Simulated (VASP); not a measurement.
A run of VASP 6.6.1:

The input INCAR:

```
SYSTEM = B3C
PREC = Accurate
ENCUT = 520
EDIFF = 1E-6
ISMEAR = 0
SIGMA = 0.1
LREAL = .FALSE.
LASPH = .TRUE.
NELM = 80
ALGO = Normal
ISIF = 2
LWAVE = .FALSE.
LCHARG = .TRUE.
GGA = PE
LELF = .TRUE.
LVHAR = .TRUE.
NBANDS = 14
```

Contents of KPOINTS:

```
Automatic mesh
0
G
  6 6 6
  0 0 0
```

POSCAR

```
B3C
1.0
    0.0000000000      2.3500469955      2.3500469955
    2.3500469955      0.0000000000      2.3500469955
    2.3500469955      2.3500469955      0.0000000000
B C
3 1
Direct
    0.7500000000      0.7500000000      0.7500000000
    0.2500000000      0.2500000000      0.2500000000
    0.5000000000      0.5000000000      0.5000000000
    0.0000000000      0.0000000000      0.0000000000
```

Potentials or basis: VASP PAW PBE potentials, release 64 (B, C).

Run with:

```bash
$ cat potpaw_PBE.64/B/POTCAR potpaw_PBE.64/C/POTCAR > POTCAR
$ mpirun -np 1 vasp_std > vasp.out
```

Hardware: 1 thread of Intel(R) Xeon(R) Platinum 8488C (Sapphire Rapids) (shared host).

**Question.** Estimate the wall time of this run.

**Answer.** Wall time 4.8 s on 1 thread of Intel(R) Xeon(R) Platinum 8488C (Sapphire Rapids), on a shared host, peak memory 0.14 GiB. Counts: scf iterations 10, k points 16.
